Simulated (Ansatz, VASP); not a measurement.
# One calculation of Be2Se, two programs

Contents of INCAR:

```
SYSTEM = Be2Se
  ALGO = Normal
  EDIFF = 1E-7
  ENCUT = 520
  GGA = PE
  ISIF = 2
  ISMEAR = 0
  LASPH = .TRUE.
  LCHARG = .FALSE.
  LREAL = .FALSE.
  LWAVE = .FALSE.
  NBANDS = 12
  NELM = 80
  PREC = Accurate
  SIGMA = 0.1
```

Contents of KPOINTS:

```
k-points
0
G
  6 6 6
  0 0 0
```

Contents of POSCAR:

```
Be2Se
1.0
    4.3837544700      0.0000000000      0.0000000000
   -2.1918772300      3.7964427300      0.0000000000
    0.0000000000      0.0000000000      2.6061071900
Be Se
2 1
Direct
    0.6666666700      0.3333333300      0.5000000000
    0.3333333300      0.6666666700      0.5000000000
    0.0000000000      0.0000000000      0.0000000000
```

Input for Ansatz:

```yaml
crystal:
  lattice:
    - [4.38375447, 0.0, 0.0]
    - [-2.19187723, 3.79644273, 0.0]
    - [0.0, 0.0, 2.60610719]
  atoms:
    - { symbol: Be, position: [0.66666667, 0.33333333, 0.5] }
    - { symbol: Be, position: [0.33333333, 0.66666667, 0.5] }
    - { symbol: Se, position: [0.0, 0.0, 0.0] }
basis:
  ecutwfc: 420
kpoints:
  mp_grid: { grid: [6, 6, 6] }
hamiltonian:
  xc: pbe
scf:
  occupations: { method: gaussian, width: 0.1 }
  lower_state_search: "off"
output:
  forces: true
  stress: true
  eigenvalues: true
```

Change from the starting cell: species swapped into the TlBi2 type (P6/mmm, No. 191).

Alike in both runs: task single point; functional PBE; k mesh 6 × 6 × 6; occupations gaussian, width 0.1 eV; no spin polarisation.

|  | VASP | Ansatz |
| --- | --- | --- |
| version | VASP 6.6.1 | Ansatz 0.2.0 |
| potentials or method | VASP PAW PBE potentials, release 64 (Be, Se), cutoff 520 eV | scalar-relativistic, plane waves, PAW |
| valence electrons in the cell | 10 | 20 |

```tsv
	VASP	Ansatz	Ansatz less VASP
gap on the k mesh at the Fermi level (eV)	none	none	-
pressure (GPa)	-2.0	-2.0	-0.04
traceless stress, the component that is largest in VASP (GPa)	13.11	13.10	-0.005
```

A gap of «none» marks a metal or a gap that the smearing closes. VASP's potentials hold 10 valence electrons a cell and Ansatz's 20, so a difference there can come from the potentials and not from the codes.

The k mesh is coarse, so the values compare programs but aren't converged.
